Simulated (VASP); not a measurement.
Runs of VASP 6.6.1 on CdF2. The structure is that of space group Fm-3m (No. 225), or close to it. The cells are those of the table. 

| task | level | cell | cutoff (eV) | smearing | k mesh for the DOS | occupations for the DOS | gap on the mesh (eV) | pressure (GPa) |
| --- | --- | --- | --- | --- | --- | --- | --- | --- |
| relaxation of cell and atoms | PBE+D3(BJ) | relaxed from a = 3.810 Å, angles 60.0°, 3 atoms | 600 | gaussian 0.02 eV | - | - | (b) | 0.0 |
| single point | RPBE+D3(BJ) | a = 3.810 Å, angles 60.0°, 3 atoms | 520 | methfessel-paxton 0.02 eV | - | - | (a) | 1.3 |
| single point | PBE+D3(BJ) | a = 3.850 Å, angles 60.0°, 3 atoms | 520 | gaussian 0.02 eV | - | - | 2.96 | 0.7 |
| single point | PBE+D3(BJ) | a = 3.925 Å, angles 60.0°, 3 atoms | 520 | gaussian 0.02 eV | - | - | 2.75 | -4.6 |
| single point | PBE+D3(BJ) | a = 3.811 Å, angles 60.0°, 3 atoms | 520 | gaussian 0.02 eV | - | - | 3.07 | 4.0 |
| single point | PBE+D3(BJ) | a = 3.974 Å, angles 60.0°, 3 atoms | 520 | gaussian 0.02 eV | - | - | (c) | -7.2 |
| single point | PBE+D3(BJ) | a = 3.689 Å, angles 60.0°, 3 atoms | 520 | gaussian 0.02 eV | - | - | 3.41 | 18.6 |

Alike in all rows: potentials or basis VASP PAW PBE potentials, release 64 (Cd, F); no spin polarisation; k mesh 8 × 8 × 8.

Question: Estimate the missing entries.

Answer: (a) 3.27; (b) 2.94; (c) 2.62.

Caveats: the PAW data sets were made with another functional, which shifts forces and pressure a little (some runs).

A k mesh can miss the band edges, and the runs leave out spin-orbit coupling on Cd.
